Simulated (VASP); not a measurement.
Set up this calculation in VASP 6.6.1, as the native input.

- Task: single point
- Functional: PBE
- Potentials or basis: VASP PAW PBE potentials, release 64 (Ru_pv)
- Cutoff: 520 eV
- k mesh: 20 × 20 × 20
- Occupations: gaussian, width 0.15 eV
- Spin: no spin polarisation
- Dipole correction: no
- Further INCAR settings: ALGO = Fast; EDIFF = 1e-06; NBANDS = 13

The structure of Ru lies in POSCAR:

```
Ru
1.0
    0.0666779414      1.9384230100      1.9384230100
    1.9384230100      0.0666779414      1.9384230100
    1.9384230100      1.9384230100      0.0666779414
Ru
1
Direct
    0.0000000000      0.0000000000      0.0000000000
```

One way to write it, as run:

INCAR

```
PREC     = Accurate       # precision mode
ENCUT    = 520            # plane-wave cutoff, eV
EDIFF    = 1E-6           # SCF threshold, eV
ISMEAR   = 0              # smearing method
SIGMA    = 0.15           # smearing width, eV
LREAL    = F              # projectors in reciprocal space
LASPH    = T              # aspherical terms in the spheres
NELM     = 100            # most SCF steps
ALGO     = Fast           # electronic algorithm
ISIF     = 2              # what is computed and relaxed
LWAVE    = F              # write WAVECAR
LCHARG   = F              # write CHGCAR
GGA      = PE             # functional
NBANDS   = 13             # bands
```

KPOINTS

```
regular mesh
0
Gamma
  20 20 20
```

Potentials or basis: VASP PAW PBE potentials, release 64 (Ru_pv).

Launch:

```sh
$ cat potpaw_PBE.64/Ru_pv/POTCAR > POTCAR
$ mpirun -np 1 vasp_std > vasp.out
```

It gave:

```
Pressure               : 1.4 GPa
Band gap on the k mesh : zero (band 7 reaches 14.62 eV, above the bottom of band 8 at 11.24 eV)
```

Run time: 55 s on 1 thread of AMD EPYC 9R45 96-Core Processor (Zen 5) (shared host), peak memory 0.2 GiB.
